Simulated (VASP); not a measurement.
# F (Fm-3m) in VASP: further runs

Runs on F. Level: PBEsol. Tasks: density of states.

Program: VASP 6.6.1. These are calculated values, not measurements. Logs are shortened: lines on timing, memory, paths and dates and some standing lists are left out, and cuts for length are marked.

### 1 The cell of the first run

The structure is cubic, space group Fm-3m (No. 225). The conventional cell has a = 2.552 Å, b = 2.552 Å, c = 2.552 Å, α = 90.00°, β = 90.00°, γ = 90.00°. F (site symmetry m-3m) has 12 F at 1.80 Å within 2.4 Å.

### 2 Density of states, PBEsol (volume scaled by 0.45)

Contents of POSCAR:

```
F
1.0
    0.0000000000      1.2757570400      1.2757570400
    1.2757570400      0.0000000000      1.2757570400
    1.2757570400      1.2757570400      0.0000000000
F
1
Direct
    0.0000000000      0.0000000000      0.0000000000
```

Contents of INCAR.step1:

```
  PREC = Accurate
  ENCUT = 520
  EDIFF = 1E-7
  ISMEAR = -1
  SIGMA = 0.08
  LREAL = F
  LASPH = T
  NELM = 80
  ALGO = Normal
  ISIF = 2
  LWAVE = F
  LCHARG = T
  GGA = PS
  NBANDS = 10
```

Contents of KPOINTS.step1:

```
Automatic mesh
0
Gamma
  19 19 19
```

Contents of INCAR.step2:

```
  PREC = Accurate
  ENCUT = 520
  EDIFF = 1E-7
  ISMEAR = -5
  SIGMA = 0.08
  LREAL = F
  LASPH = T
  NELM = 80
  ALGO = Normal
  ISIF = 2
  LWAVE = F
  LCHARG = F
  GGA = PS
  LORBIT = 11
  NEDOS = 2001
  ICHARG = 11
```

Contents of KPOINTS.step2:

```
Automatic mesh
0
Gamma
  29 29 29
```

Potentials or basis: VASP PAW PBE potentials, release 64 (F).

Run with:

```bash
cat potpaw_PBE.64/F/POTCAR > POTCAR
cp INCAR.step1 INCAR
cp KPOINTS.step1 KPOINTS
mpirun -np 1 vasp_std > vasp.out
cp INCAR.step2 INCAR
cp KPOINTS.step2 KPOINTS
mpirun -np 1 vasp_std > vasp.out
```

OUTCAR:

```text
PREC = Accurate
   ENCUT = 520
   EDIFF = 1E-7
   ISMEAR = -5
   LREAL = F
   LASPH = T
   NELM = 80
   ISIF = 2
   GGA = PS
   LORBIT = 11
   ICHARG = 11

 ion  position               nearest neighbor table
   1  0.000  0.000  0.000-

  LATTYP: Found a face centered cubic cell.
 ALAT       =     2.5515140800

  Lattice vectors:

 A1 = (   0.0000000000,   1.2757570400,   1.2757570400)
 A2 = (   1.2757570400,   0.0000000000,   1.2757570400)
 A3 = (   1.2757570400,   1.2757570400,   0.0000000000)

Analysis of symmetry for initial positions (statically):
=====================================================================
 Subroutine PRICEL returns:
 Original cell was already a primitive cell.

 Routine SETGRP: Setting up the symmetry group for a
 face centered cubic supercell.

 Subroutine GETGRP returns: Found 48 space group operations
 (whereof 48 operations were pure point group operations)
 out of a pool of 48 trial point group operations.

The static configuration has the point symmetry O_h .

Analysis of symmetry for dynamics (positions and initial velocities):
=====================================================================
 Subroutine PRICEL returns:
 Original cell was already a primitive cell.

 Routine SETGRP: Setting up the symmetry group for a
 face centered cubic supercell.

 Subroutine GETGRP returns: Found 48 space group operations
 (whereof 48 operations were pure point group operations)
 out of a pool of 48 trial point group operations.

The dynamic configuration has the point symmetry O_h .

 Subroutine INISYM returns: Found 48 space group operations
 (whereof 48 operations are pure point group operations),
 and found     1 'primitive' translations

----------------------------------------------------------------------------------------

                                     Primitive cell

  volume of cell :       4.1527

  direct lattice vectors                    reciprocal lattice vectors
     0.000000000  1.275757040  1.275757040    -0.391924155  0.391924155  0.391924155
     1.275757040  0.000000000  1.275757040     0.391924155 -0.391924155  0.391924155
     1.275757040  1.275757040  0.000000000     0.391924155  0.391924155 -0.391924155

  length of vectors
     1.804192908  1.804192908  1.804192908     0.678832549  0.678832549  0.678832549

  position of ions in fractional coordinates (direct lattice)
     0.000000000  0.000000000  0.000000000

  ion indices of the primitive-cell ions
   primitive index   ion index
                 1           1

----------------------------------------------------------------------------------------

 KPOINTS: Automatic mesh

Automatic generation of k-mesh.
 Grid dimensions read from file:
 generate k-points for:   29   29   29

 Generating k-lattice:

  Cartesian coordinates                     Fractional coordinates (reciprocal lattice)
    -0.013514626  0.013514626  0.013514626     0.034482759  0.000000000  0.000000000
     0.013514626 -0.013514626  0.013514626     0.000000000  0.034482759  0.000000000
     0.013514626  0.013514626 -0.013514626     0.000000000  0.000000000  0.034482759

  Length of vectors
     0.023408019  0.023408019  0.023408019

  Shift w.r.t. Gamma in fractional coordinates (k-lattice)
     0.000000000  0.000000000  0.000000000

 TETIRR: Found   3270 inequivalent tetrahedra from   146334

 Subroutine IBZKPT returns following result:
 ===========================================

 Found    680 irreducible k-points:

 Following reciprocal coordinates:
            Coordinates               Weight
  0.000000  0.000000  0.000000      1.000000
  0.034483  0.000000  0.000000      8.000000
  0.068966  0.000000  0.000000      8.000000
  0.103448  0.000000  0.000000      8.000000
  0.137931  0.000000  0.000000      8.000000
  0.172414  0.000000  0.000000      8.000000
[... 16 lines left out ...]
  0.275862  0.034483  0.000000     24.000000
  0.310345  0.034483  0.000000     24.000000
 [... further k-points ...]
   k-points           NKPTS =    680   k-points in BZ     NKDIM =    680   number of bands    NBANDS=      7
   number of dos      NEDOS =   2001   number of ions     NIONS =      1
   total plane-waves  NPLWV =   2744
   dimension x,y,z NGX =    14 NGY =   14 NGZ =   14
   dimension x,y,z NGXF=    28 NGYF=   28 NGZF=   28
   ions per type =               1
   NGX,Y,Z   is equivalent  to a cutoff of  12.90, 12.90, 12.90 a.u.
   NGXF,Y,Z  is equivalent  to a cutoff of  25.80, 25.80, 25.80 a.u.
 SYSTEM =  unknown system
   PREC   = accura    normal or accurate (medium, high low for compatibility)
   ISTART =      0    job   : 0-new  1-cont  2-samecut
   ICHARG =     11    charge: 1-file 2-atom 10-const
   ISPIN  =      1    spin polarized calculation?
   LNONCOLLINEAR =      F non collinear calculations
   LSORBIT =      F    spin-orbit coupling
   LASPH  =      T    aspherical Exc in radial PAW
   ENCUT  =  520.0 eV  38.22 Ry    6.18 a.u.   3.35  3.35  3.35*2*pi/ulx,y,z
   NELM   =     80;   NELMIN=  2; NELMDL=  0     # of ELM steps
   EDIFF  = 0.1E-06   stopping-criterion for ELM
   LREAL  =      F    real-space projection
   EDIFFG = 0.1E-05   stopping-criterion for IOM
   NSW    =      0    number of steps for IOM
   IBRION =     -1    ionic relax: 0-MD 1-quasi-New 2-CG
   NFREE  =      0    steps in history (QN), initial steepest desc. (CG)
   ISIF   =      2    stress and relaxation
   ISYM   =      2    0-nonsym 1-usesym 2-fastsym
   POTIM  = 0.5000    time-step for ionic-motion
   TEBEG  =    0.0;   TEEND  =   0.0 temperature during run
   PSTRESS=    0.0 pullay stress
   NELECT =       7.0000    total number of electrons
   NUPDOWN=      -1.0000    fix difference up-down
   EMIN   =  10.00;   EMAX   =-10.00  energy-range for DOS
   EFERMI =   0.00;   METHOD = LEGACY
   ISMEAR =    -5;   SIGMA  =   0.08  broadening in eV -4-tet -1-fermi 0-gaus
   EFERMI_NEDOS =   21; number of points for ismear=-14 and -15
   IALGO  =     38    algorithm
   IMIX   =      4    mixing-type and parameters
     AMIX     =   0.40;   BMIX     =  1.00
     AMIX_MAG =   1.60;   BMIX_MAG =  1.00
  volume/ion in A,a.u.               =       4.15        28.02
  Fermi-wavevector in a.u.,A,eV,Ry     =   1.948332  3.681813 51.647661  3.795996
  Thomas-Fermi vector in A             =   2.976359
   LORBIT       =     11    0 simple, 1 ext, 2 COOP (PROOUT), +10 PAW based schemes
   GGA     = PS    functional components
   LHFCALC =     F    Hartree Fock is set to
   AEXX    =    0.0000 exact exchange contribution
   IVDW    =     0    specifies the selected vdW correction
   LEPSILON=     F    determine dielectric tensor
   LRPA    =     F    only Hartree local field effects (RPA)
 non-spin polarized calculation
 Fermi weights with tetrahedron method with Bloechl corrections
  energy-cutoff  :      520.00
  volume of cell :        4.15
 maximum number of plane-waves:       125
 NGX is ok and might be reduce to    14

 number of electron       6.9999993 magnetization

 Free energy of the ion-electron system (eV)
  ---------------------------------------------------
  ext. energy  EPLUGINS =         0.00000000
  ---------------------------------------------------
  free energy    TOTEN  =         2.15559178 eV

  energy without entropy =        2.15559178  energy(sigma->0) =        2.15559178

 E-fermi :   9.6802     XC(G=0): -16.3451

 val. band max:        9.7219656287   @ k =   0.3103   0.1379   0.0000
 cond. band min:       9.6175413293   @ k =   0.3448   0.1379   0.0000
 fundamental gap:     -0.1044242995
 Fermi energy:         9.6802239456

 k-point     1 :       0.0000    0.0000    0.0000
  band No.  band energies     occupation
      1     -23.1886      2.00000
      2      11.7410      0.00000
      3      11.7410      0.00000
      4      11.7410      0.00000
      5      38.7672      0.00000
      6      57.0947      0.00000
      7      57.0947      0.00000

 k-point     2 :       0.0345    0.0000    0.0000
  band No.  band energies     occupation
      1     -23.1273      2.00000
      2      11.5819      0.00000
      3      11.7216      0.00000
      4      11.7216      0.00000
      5      38.8392      0.00000
      6      56.1620      0.00000
      7      57.1690      0.00000

 k-point     3 :       0.0690    0.0000    0.0000
  band No.  band energies     occupation
      1     -22.9438      2.00000
      2      11.1124      0.00000
      3      11.6646      0.00000
      4      11.6646      0.00000
      5      39.0472      0.00000
      6      54.2995      0.00000
      7      57.3738      0.00000

 k-point     4 :       0.1034    0.0000    0.0000
  band No.  band energies     occupation
      1     -22.6400      2.00000
      2      10.3529     -0.12783
      3      11.5735      0.00000
      4      11.5735      0.00000
      5      39.3676      0.00000
      6      52.3311      0.00000
      7      57.6501      0.00000

 k-point     5 :       0.1379    0.0000    0.0000
  band No.  band energies     occupation
      1     -22.2171      2.00000
      2       9.3382      1.84787
      3      11.4540      0.00000
      4      11.4540      0.00000
      5      39.7634      0.00000
      6      50.5069      0.00000
      7      57.8878      0.00000
[... 161 lines left out ...]
 k-point    22 :       0.2414    0.0345    0.0000
  band No.  band energies     occupation
      1     -20.4896      2.00000
      2       5.7053      2.00000
      3      10.8347      0.00000
      4      11.1185      0.00000
      5      40.8203      0.00000
      6      46.8139      0.00000
      7      56.7428      0.00000

 k-point    23 :       0.2759    0.0345    0.0000
  band No.  band energies     occupation
      1     -19.6769      2.00000
      2       4.1314      2.00000
      3      10.6754      0.00000
      4      10.9509      0.00000
      5      41.0076      0.00000
      6      46.0486      0.00000
      7      55.9155      0.00000

 k-point    24 :       0.3103    0.0345    0.0000
  band No.  band energies     occupation
      1     -18.7820      2.00000
      2       2.5109      2.00000
      3      10.5310      0.00000
      4      10.7815      0.00000
      5      41.0127      0.00000
      6      45.5718      0.00000
      7      55.1031      0.00000

 [... further k-points ...]
[... 5 lines left out ...]
  --------------------------------------------------------------------------------------
  -------------------------------------------------------------------------------------
  Total       10.8581252     10.8581252     10.8581252     -0.0000000     -0.0000000     -0.0000000
  in kB     4189.2039980   4189.2039980   4189.2039980     -0.0000000     -0.0000000     -0.0000000
  external PRESSURE =    4189.2039980 kB  Pullay stress =       0.0000000 kB

 VOLUME and BASIS-vectors are now :
 -----------------------------------------------------------------------------
  energy-cutoff  :      520.00
  volume of cell :        4.15
      direct lattice vectors                 reciprocal lattice vectors
     0.000000000  1.275757040  1.275757040    -0.391924155  0.391924155  0.391924155
     1.275757040  0.000000000  1.275757040     0.391924155 -0.391924155  0.391924155
     1.275757040  1.275757040  0.000000000     0.391924155  0.391924155 -0.391924155

 POSITION                                       TOTAL-FORCE (eV/Angst)
 -----------------------------------------------------------------------------------
      0.00000      0.00000      0.00000        -0.000000      0.000000     -0.000000
 -----------------------------------------------------------------------------------
    total drift:                               -0.000000     -0.000000     -0.000000

  FREE ENERGIE OF THE ION-ELECTRON SYSTEM (eV)
  ---------------------------------------------------
  free  energy   TOTEN  =         2.1555917827 eV

  energy  without entropy=        2.1555917827  energy(sigma->0) =        2.15559178

 total charge

# of ion       s       p       d       tot
------------------------------------------
    1        1.830   4.205   0.000   6.035
```

Run time: 18 s. Hardware: 1 thread of Intel Xeon Platinum 8259CL at 2.50GHz (Skylake/Cascade Lake), shared host; peak memory 0.12 GiB.

Results:

- Valence electrons inside the program's atomic spheres: F 6.04

Caveat: the cell differs from its parent crystal (volume scaled by 0.45); the PAW data sets were made with another functional, which shifts forces and pressure a little; an odd number of electrons without spin polarisation forces a metal; a magnetic or distorted state may lie lower; tetrahedron occupations give inexact forces and stress in metals.

### 3 Density of states, PBEsol

This run uses another cell than the first one, of 9.23 Å³/atom, 2.222 times its volume.

Contents of POSCAR:

```
F
1.0
    0.0000000000      1.6648066513      1.6648066513
    1.6648066513      0.0000000000      1.6648066513
    1.6648066513      1.6648066513      0.0000000000
F
1
Direct
    0.0000000000      0.0000000000      0.0000000000
```

Contents of INCAR.step1:

```
SYSTEM = F
ALGO = Normal
EDIFF = 1E-6
ENCUT = 520
GGA = PS
ISIF = 2
ISMEAR = -1
LASPH = .True.
LCHARG = .True.
LREAL = .False.
LWAVE = .False.
NBANDS = 10
NELM = 60
PREC = Accurate
SIGMA = 0.08
```

Contents of KPOINTS.step1:

```
k-points
0
Gamma
  19 19 19
  0 0 0
```

Contents of INCAR.step2:

```
SYSTEM = F
ALGO = Normal
EDIFF = 1E-6
ENCUT = 520
GGA = PS
ICHARG = 11
ISIF = 2
ISMEAR = -5
LASPH = .True.
LCHARG = .False.
LORBIT = 11
LREAL = .False.
LWAVE = .False.
NBANDS = 10
NEDOS = 2001
NELM = 60
PREC = Accurate
SIGMA = 0.08
```

Contents of KPOINTS.step2:

```
k-points
0
Gamma
  29 29 29
  0 0 0
```

Potentials or basis: VASP PAW PBE potentials, release 64 (F).

Run with:

```bash
cat potpaw_PBE.64/F/POTCAR > POTCAR
cp INCAR.step1 INCAR
cp KPOINTS.step1 KPOINTS
mpirun -np 1 vasp_std > vasp.out
cp INCAR.step2 INCAR
cp KPOINTS.step2 KPOINTS
mpirun -np 1 vasp_std > vasp.out
```

Wall time 63 s (1 thread of Intel Xeon Platinum 8259CL at 2.50GHz (Skylake/Cascade Lake), shared host); peak memory 0.16 GiB.

It converged, with:

```
Valence electrons inside the program's atomic spheres : F 5.75
```

Levels at points of the mesh, in eV from the Fermi level:
```
           k point  band 2  band 3  band 4  band 5  band 6  band 7
(0.00, 0.00, 0.00)    0.63    0.63    0.63   14.34   36.10   36.10
```

Caveat: the PAW data sets were made with another functional, which shifts forces and pressure a little; an odd number of electrons without spin polarisation forces a metal; a magnetic or distorted state may lie lower; tetrahedron occupations give inexact forces and stress in metals.

### 4 Density of states, PBEsol

This run uses another cell than the first one, of 9.23 Å³/atom, 2.222 times its volume.

POSCAR is that of step 3.

Contents of INCAR.step1:

```
  ALGO = Normal
  EDIFF = 1E-6
  ENCUT = 520
  GGA = PS
  ISIF = 2
  ISMEAR = -1
  LASPH = True
  LCHARG = True
  LREAL = False
  LWAVE = False
  NBANDS = 10
  NELM = 100
  PREC = Accurate
  SIGMA = 0.08
```

Contents of KPOINTS.step1:

```
k-points
0
Gamma
  19 19 19
```

Contents of INCAR.step2:

```
  ALGO = Normal
  EDIFF = 1E-6
  ENCUT = 520
  GGA = PS
  ICHARG = 11
  ISIF = 2
  ISMEAR = -5
  LASPH = True
  LCHARG = False
  LORBIT = 11
  LREAL = False
  LWAVE = False
  NBANDS = 10
  NEDOS = 1001
  NELM = 100
  PREC = Accurate
  SIGMA = 0.08
```

Contents of KPOINTS.step2:

```
k-points
0
Gamma
  29 29 29
```

Run with:

```bash
cat potpaw_PBE.64/F/POTCAR > POTCAR
cp INCAR.step1 INCAR
cp KPOINTS.step1 KPOINTS
mpirun -np 1 vasp_std > vasp.out
cp INCAR.step2 INCAR
cp KPOINTS.step2 KPOINTS
mpirun -np 1 vasp_std > vasp.out
```

Wall time 38 s (1 thread of Intel Xeon Platinum 8259CL at 2.50GHz (Skylake/Cascade Lake), shared host); peak memory 0.16 GiB.

The run converged. Its results:

```
Valence electrons inside the program's atomic spheres : F 5.75
```

Levels at points of the mesh, in eV from the Fermi level:
| k point | band 2 | band 3 | band 4 | band 5 | band 6 | band 7 |
| --- | --- | --- | --- | --- | --- | --- |
| (0.00, 0.00, 0.00) | 0.63 | 0.63 | 0.63 | 14.34 | 36.10 | 36.10 |

Caveat: the PAW data sets were made with another functional, which shifts forces and pressure a little; an odd number of electrons without spin polarisation forces a metal; a magnetic or distorted state may lie lower; tetrahedron occupations give inexact forces and stress in metals.
